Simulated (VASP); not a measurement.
Input of a VASP 6.6.1 run:

Contents of INCAR:

```
SYSTEM = AlN
PREC = Accurate
ENCUT = 520
EDIFF = 1E-6
ISMEAR = 0
SIGMA = 0.05
LREAL = .FALSE.
LASPH = .TRUE.
NELM = 100
ALGO = Normal
ISIF = 2
LWAVE = .FALSE.
LCHARG = .FALSE.
GGA = PE
NBANDS = 16
```

The input KPOINTS:

```
regular mesh
0
G
  12 12 6
  0 0 0
```

File POSCAR:

```
AlN
1.0
    3.1302395629      0.0000000000      0.0234767967
   -1.5651197815      2.7108669814     -0.0117383984
    0.0376348474      0.0000000000      5.0179796548
Al N
2 2
Direct
    0.3333333333      0.6666666667      0.0017287175
    0.6666666667      0.3333333333      0.5017287175
    0.3333333333      0.6666666667      0.3832712825
    0.6666666667      0.3333333333      0.8832712825
```

Potentials or basis: VASP PAW PBE potentials, release 64 (Al, N).

Command:

```console
$ cat potpaw_PBE.64/Al/POTCAR potpaw_PBE.64/N/POTCAR > POTCAR
$ mpirun -np 1 vasp_std > vasp.out
```

(1) What does it give for the band gap on the k mesh?

(2) Predict the largest force.

Results:

(1) 4.03 eV, direct.

(2) 0.073 eV/Å.

Caveat: the cell differs from its parent crystal (strain +0.0150 x Voigt [0, 0, 0, 0, 1, 0]).
